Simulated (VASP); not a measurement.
Here is a VASP 6.6.1 calculation.

The input INCAR:

```
SYSTEM = MgSi3N2
PREC     = Accurate       ! precision mode
ENCUT    = 520            ! plane-wave cutoff, eV
EDIFF    = 1E-7           ! SCF threshold, eV
ISMEAR   = 0              ! smearing method
SIGMA    = 0.1            ! smearing width, eV
LREAL    = .False.        ! projectors in reciprocal space
LASPH    = .True.         ! aspherical terms in the spheres
NELM     = 100            ! most SCF steps
ALGO     = Normal         ! electronic algorithm
ISIF     = 2              ! what is computed and relaxed
LWAVE    = .False.        ! write WAVECAR
LCHARG   = .False.        ! write CHGCAR
GGA      = PE             ! functional
NBANDS   = 21             ! bands
```

File KPOINTS:

```
Automatic mesh
0
Gamma
  6 6 6
  0 0 0
```

The input POSCAR:

```
MgSi3N2
1.0
    2.3687738834      1.3676122413      4.8997899823
   -2.3687738834      1.3676122413      4.8997899823
    0.0000000000     -2.7352244764      4.8997899840
Mg Si N
1 3 2
Direct
    0.0000000000      0.0000000000      0.0000000000
    0.0000000000      0.5000000000      0.0000000000
    0.5000000000      0.0000000000      0.0000000000
    0.0000000000      0.0000000000      0.5000000000
    0.7443992478      0.7443992478      0.7443992478
    0.2556007522      0.2556007522      0.2556007522
```

Potentials or basis: VASP PAW PBE potentials, release 64 (Mg, Si, N).

Run with:

```bash
$ cat potpaw_PBE.64/Mg/POTCAR potpaw_PBE.64/Si/POTCAR potpaw_PBE.64/N/POTCAR > POTCAR
$ mpirun -np 1 vasp_std > vasp.out
```

Estimate the largest force.

0.030 eV/Å.

What does it give for the pressure?

-0.1 GPa.

Forces in eV/Å, atoms in the order of the input:
```
Mg   0.000  0.000  0.000
Si   0.000  0.000  0.000
Si   0.000  0.000  0.000
Si   0.000  0.000  0.000
N    0.000  0.000 -0.030
N    0.000  0.000  0.030
```
